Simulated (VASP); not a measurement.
Wanted: the native input for a VASP 6.6.1 run.

```
Task                    : single point
Functional              : PBE
Potentials or basis     : VASP PAW PBE potentials, release 64 (Ca_sv, Ce, Bi_d)
Cutoff                  : 520 eV
k mesh                  : 4 × 4 × 3
Occupations             : fermi-dirac, width 0.0773 eV
Spin                    : no spin polarisation
Dipole correction       : no
k mesh for the DOS      : 6 × 6 × 5
Occupations for the DOS : tetrahedron
Further INCAR settings  : ALGO = Normal; EDIFF = 1e-06
```

Ca3CeBi2:

```
CELL_PARAMETERS angstrom
2.56435 4.41953 0.00305
-2.59738 4.43860 -0.00479
0.01252 -0.00160 8.19232
ATOMIC_POSITIONS crystal
Ca 0.32633 0.31956 0.65238
Ca 0.67265 0.67109 0.34613
Ca 0.99148 0.01294 0.50106
Ce 0.00474 0.99883 0.00428
Bi 0.34568 0.32795 0.24923
Bi 0.65592 0.67136 0.74947
```

The input as run:

POSCAR

```
Ca3CeBi2
1.0
    2.5643470000      4.4195250000      0.0030490000
   -2.5973830000      4.4385990000     -0.0047850000
    0.0125200000     -0.0016020000      8.1923170000
Ca Ce Bi
3 1 2
Direct
    0.3263330000      0.3195590000      0.6523790000
    0.6726500000      0.6710940000      0.3461280000
    0.9914800000      0.0129440000      0.5010630000
    0.0047430000      0.9988320000      0.0042830000
    0.3456830000      0.3279460000      0.2492290000
    0.6559160000      0.6713630000      0.7494730000
```

INCAR.step1

```
  PREC = Accurate
  ENCUT = 520
  EDIFF = 1E-6
  ISMEAR = -1
  SIGMA = 0.0773
  LREAL = F
  LASPH = T
  NELM = 100
  ALGO = Normal
  ISIF = 2
  LWAVE = F
  LCHARG = T
  LMAXMIX = 6
  GGA = PE
  NBANDS = 45
```

KPOINTS.step1

```
Automatic mesh
0
Gamma
  4 4 3
```

INCAR.step2

```
  PREC = Accurate
  ENCUT = 520
  EDIFF = 1E-6
  ISMEAR = -5
  SIGMA = 0.0773
  LREAL = F
  LASPH = T
  NELM = 100
  ALGO = Normal
  ISIF = 2
  LWAVE = F
  LCHARG = F
  LMAXMIX = 6
  GGA = PE
  LORBIT = 10
  NEDOS = 2001
  ICHARG = 11
```

KPOINTS.step2

```
Automatic mesh
0
Gamma
  6 6 5
```

Potentials or basis: VASP PAW PBE potentials, release 64 (Ca_sv, Ce, Bi_d).

Launch:

```sh
$ cat potpaw_PBE.64/Ca_sv/POTCAR potpaw_PBE.64/Ce/POTCAR potpaw_PBE.64/Bi_d/POTCAR > POTCAR
$ cp INCAR.step1 INCAR
$ cp KPOINTS.step1 KPOINTS
$ mpirun -np 1 vasp_std > vasp.out
$ cp INCAR.step2 INCAR
$ cp KPOINTS.step2 KPOINTS
$ mpirun -np 1 vasp_std > vasp.out
```

Results of the run:

The valence electrons inside the program's atomic spheres are Ca 8.28, 8.25 (each value once); Ce 9.20; Bi 12.99.

It took 23 min on 1 thread of Intel(R) Xeon(R) Platinum 8259CL CPU @ 2.50GHz (Skylake/Cascade Lake), on a shared host, peak memory 0.83 GiB.
